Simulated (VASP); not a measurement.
# PbS in VASP: notebook

Aim: see how the results for PbS move with the level of theory and the settings. Levels: HF, PBEsol. Tasks: single point.

Program: VASP 6.6.1. These are calculated values, not measurements. Logs are shortened: lines on timing, memory, paths and dates and some standing lists are left out, and cuts for length are marked.

**1. The cell of the first run**

The structure is cubic, space group Fm-3m (No. 225). Conventional cell: a = 5.971 Å, b = 5.971 Å, c = 5.971 Å, α = 90.00°, β = 90.00°, γ = 90.00°. Pb (site symmetry m-3m) has 6 S at 2.99 Å within 3.9 Å. Within 3.9 Å of S (site symmetry m-3m) lie 6 Pb at 2.99 Å.

**2. Single point, HF**

POSCAR

```
PbS
1.0
    0.0000000000      2.9853913009      2.9853913009
    2.9853913009      0.0000000000      2.9853913009
    2.9853913009      2.9853913009      0.0000000000
Pb S
1 1
Direct
    0.0000000000      0.0000000000      0.0000000000
    0.5000000000      0.5000000000      0.5000000000
```

INCAR.step1

```
SYSTEM = PbS
  ALGO = Normal
  EDIFF = 1E-5
  ENCUT = 520
  GGA = PE
  ISIF = 2
  ISMEAR = -1
  LASPH = .TRUE.
  LREAL = .FALSE.
  LWAVE = .TRUE.
  NBANDS = 17
  NELM = 100
  PREC = Accurate
  SIGMA = 0.05
```

INCAR.step2

```
SYSTEM = PbS
  AEXX = 1.0
  AGGAC = 0.0
  ALDAC = 0.0
  ALGO = Normal
  EDIFF = 1E-6
  ENCUT = 520
  GGA = PE
  ISIF = 2
  ISMEAR = -1
  ISTART = 1
  LASPH = .TRUE.
  LCHARG = .TRUE.
  LELF = .TRUE.
  LHFCALC = .TRUE.
  LREAL = .FALSE.
  LVHAR = .TRUE.
  LWAVE = .FALSE.
  NBANDS = 17
  NELM = 100
  PREC = Accurate
  PRECFOCK = Normal
  SIGMA = 0.05
```

KPOINTS

```
k-points
0
G
  4 4 4
  0 0 0
```

Potentials or basis: VASP PAW PBE potentials, release 64 (Pb_d, S).

The run is started by

```bash
cat potpaw_PBE.64/Pb_d/POTCAR potpaw_PBE.64/S/POTCAR > POTCAR
cp INCAR.step1 INCAR
mpirun -np 1 vasp_std > vasp.out
cp INCAR.step2 INCAR
mpirun -np 1 vasp_std > vasp.out
```

OUTCAR:

```text
SYSTEM = PbS
   AEXX = 1.0
   EDIFF = 1E-6
   ENCUT = 520
   GGA = PE
   ISIF = 2
   ISMEAR = -1
   ISTART = 1
   LASPH = .TRUE.
   LHFCALC = .TRUE.
   LREAL = .FALSE.
   NELM = 100
   PREC = Accurate
   PRECFOCK = Normal

 ion  position               nearest neighbor table
   1  0.000  0.000  0.000-   2 2.99   2 2.99   2 2.99   2 2.99   2 2.99   2 2.99
   2  0.500  0.500  0.500-   1 2.99   1 2.99   1 2.99   1 2.99   1 2.99   1 2.99

  LATTYP: Found a face centered cubic cell.
 ALAT       =     5.9707826018

  Lattice vectors:

 A1 = (   0.0000000000,   2.9853913009,   2.9853913009)
 A2 = (   2.9853913009,   0.0000000000,   2.9853913009)
 A3 = (   2.9853913009,   2.9853913009,   0.0000000000)

Analysis of symmetry for initial positions (statically):
=====================================================================
 Subroutine PRICEL returns:
 Original cell was already a primitive cell.

 Routine SETGRP: Setting up the symmetry group for a
 face centered cubic supercell.

 Subroutine GETGRP returns: Found 48 space group operations
 (whereof 48 operations were pure point group operations)
 out of a pool of 48 trial point group operations.

The static configuration has the point symmetry O_h .

Analysis of symmetry for dynamics (positions and initial velocities):
=====================================================================
 Subroutine PRICEL returns:
 Original cell was already a primitive cell.

 Routine SETGRP: Setting up the symmetry group for a
 face centered cubic supercell.

 Subroutine GETGRP returns: Found 48 space group operations
 (whereof 48 operations were pure point group operations)
 out of a pool of 48 trial point group operations.

The dynamic configuration has the point symmetry O_h .

 Subroutine INISYM returns: Found 48 space group operations
 (whereof 48 operations are pure point group operations),
 and found     1 'primitive' translations

----------------------------------------------------------------------------------------

                                     Primitive cell

  volume of cell :      53.2150

  direct lattice vectors                    reciprocal lattice vectors
     0.000000000  2.985391301  2.985391301    -0.167482233  0.167482233  0.167482233
[... 72 lines left out ...]
   NSW    =      0    number of steps for IOM
   IBRION =     -1    ionic relax: 0-MD 1-quasi-New 2-CG
   NFREE  =      0    steps in history (QN), initial steepest desc. (CG)
   ISIF   =      2    stress and relaxation
   ISYM   =      3    0-nonsym 1-usesym 2-fastsym
   POTIM  = 0.5000    time-step for ionic-motion
   TEBEG  =    0.0;   TEEND  =   0.0 temperature during run
   PSTRESS=    0.0 pullay stress
   NELECT =      20.0000    total number of electrons
   NUPDOWN=      -1.0000    fix difference up-down
   EMIN   =  10.00;   EMAX   =-10.00  energy-range for DOS
   EFERMI =   0.00;   METHOD = LEGACY
   ISMEAR =    -1;   SIGMA  =   0.05  broadening in eV -4-tet -1-fermi 0-gaus
   EFERMI_NEDOS =   21; number of points for ismear=-14 and -15
   IALGO  =     38    algorithm
   IMIX   =      1    mixing-type and parameters
     AMIX     =   0.40;   BMIX     =  1.00
     AMIX_MAG =   1.60;   BMIX_MAG =  1.00
  volume/ion in A,a.u.               =      26.61       179.56
  Fermi-wavevector in a.u.,A,eV,Ry     =   1.181427  2.232573 18.990601  1.395770
  Thomas-Fermi vector in A             =   2.317701
   LORBIT       =      0    0 simple, 1 ext, 2 COOP (PROOUT), +10 PAW based schemes
   GGA     = PE    functional components
   LHFCALC =     T    Hartree Fock is set to
   PRECFOCK=normal    Normal, Fast or Accurate (Low or Medium for compatibility)
   ENCUT4O =  -1.0   cutoff for four orbital integrals eV
   NKREDX  =     1    reduce k-point grid by
   NKREDY  =     1    reduce k-point grid by
   NKREDZ  =     1    reduce k-point grid by
   AEXX    =    1.0000 exact exchange contribution
   HFSCREEN=    0.0000 screening length (either q_TF or 0.3 A-1)
   HFSCREENC=   0.0000 screening length for correlation (either q_TF or 0.3 A-1)
   ENCUTFOCK=  -1.0 apply spherical cutoff to Coloumb kernel
   IVDW    =     0    specifies the selected vdW correction
   LEPSILON=     F    determine dielectric tensor
   LRPA    =     F    only Hartree local field effects (RPA)
 non-spin polarized calculation
  energy-cutoff  :      520.00
  volume of cell :       53.21
 maximum number of plane-waves:      1459
  NGX = 24; NGY = 24; NGZ = 24

 number of electron      20.0000001 magnetization

 Free energy of the ion-electron system (eV)
  ---------------------------------------------------
  ext. energy  EPLUGINS =         0.00000000
  ---------------------------------------------------
  free energy    TOTEN  =       -17.76573095 eV

  energy without entropy =      -17.76573095  energy(sigma->0) =      -17.76573095

 E-fermi :   5.3446     XC(G=0):   0.0000

 val. band max:        4.1578408014   @ k =   0.5000   0.0000   0.0000
 cond. band min:       9.7624939969   @ k =   0.5000   0.0000   0.0000
 fundamental gap:      5.6046531955
 Fermi energy:         5.3445546846

 k-point     1 :       0.0000    0.0000    0.0000
  band No.  band energies     occupation
      1     -19.5278      2.00000
      2     -19.5278      2.00000
      3     -19.4879      2.00000
      4     -19.4879      2.00000
      5     -19.4879      2.00000
      6     -15.4152      2.00000
[... 137 lines left out ...]
      4     -19.4742      2.00000
      5     -19.4344      2.00000
      6     -13.3482      2.00000
[... 9 lines left out ...]
     16      23.6053      0.00000
     17      24.0109      0.00000

------------------------ aborting loop because EDIFF is reached ----------------------------------------

  FORCE on cell =-STRESS in cart. coord.  units (eV):
  Direction    XX          YY          ZZ          XY          YZ          ZX
  --------------------------------------------------------------------------------------
  -------------------------------------------------------------------------------------
  Total        1.9758487      1.9758487      1.9758487      0.0000000      0.0000000     -0.0000000
  in kB       59.4881518     59.4881518     59.4881518      0.0000000      0.0000000     -0.0000000
  external PRESSURE =      59.4881518 kB  Pullay stress =       0.0000000 kB

 VOLUME and BASIS-vectors are now :
 -----------------------------------------------------------------------------
  energy-cutoff  :      520.00
  volume of cell :       53.21
      direct lattice vectors                 reciprocal lattice vectors
     0.000000000  2.985391301  2.985391301    -0.167482233  0.167482233  0.167482233
     2.985391301  0.000000000  2.985391301     0.167482233 -0.167482233  0.167482233
     2.985391301  2.985391301  0.000000000     0.167482233  0.167482233 -0.167482233

 POSITION                                       TOTAL-FORCE (eV/Angst)
 -----------------------------------------------------------------------------------
      0.00000      0.00000      0.00000        -0.000000     -0.000000     -0.000000
      2.98539      2.98539      2.98539         0.000000      0.000000      0.000000
 -----------------------------------------------------------------------------------
    total drift:                               -0.000000      0.000001      0.000000

  FREE ENERGIE OF THE ION-ELECTRON SYSTEM (eV)
  ---------------------------------------------------
  free  energy   TOTEN  =       -17.7657309483 eV

  energy  without entropy=      -17.7657309483  energy(sigma->0) =      -17.76573095
```

OUTCAR.step1:

```text
SYSTEM = PbS
   EDIFF = 1E-5
   ENCUT = 520
   GGA = PE
   ISIF = 2
   ISMEAR = -1
   LASPH = .TRUE.
[... 361 lines left out ...]
      0.00000      0.00000      0.00000         0.000000     -0.000000     -0.000000
      2.98539      2.98539      2.98539         0.000000      0.000000      0.000000
 -----------------------------------------------------------------------------------
    total drift:                                0.000000     -0.000000     -0.000000

  FREE ENERGIE OF THE ION-ELECTRON SYSTEM (eV)
  ---------------------------------------------------
  free  energy   TOTEN  =        -8.7533886823 eV

  energy  without entropy=       -8.7525322710  energy(sigma->0) =       -8.75296048
```

It took 11 min on 1 thread of Intel Xeon Platinum 8488C (Sapphire Rapids), shared host; peak memory 0.18 GiB.

Results:

```yaml
Free_energy: -17.7657 eV
Pressure: 5.9 GPa
Band_gap_on_the_k_mesh: 5.60 eV
```

Levels at points of the mesh, in eV from the valence-band top:
| k point | band 8 | band 9 | band 10 | band 11 | band 12 | band 13 |
| --- | --- | --- | --- | --- | --- | --- |
| (0.00, 0.00, 0.00) | -3.63 | -3.63 | -3.63 | 11.71 | 11.71 | 11.71 |
| (0.50, 0.00, 0.00) | -3.21 | -3.21 | 0.00 | 5.60 | 7.40 | 7.40 |
| (0.50, 0.50, 0.00) | -7.57 | -5.26 | -5.26 | 9.38 | 12.32 | 12.39 |

Caveat: the k points lie up to 0.46 Å⁻¹ apart; the PAW data sets were made with another functional, which shifts forces and pressure a little; spin-orbit coupling is left out, which moves the levels of the heavy elements.

(Part 1 of 2 ends here.)
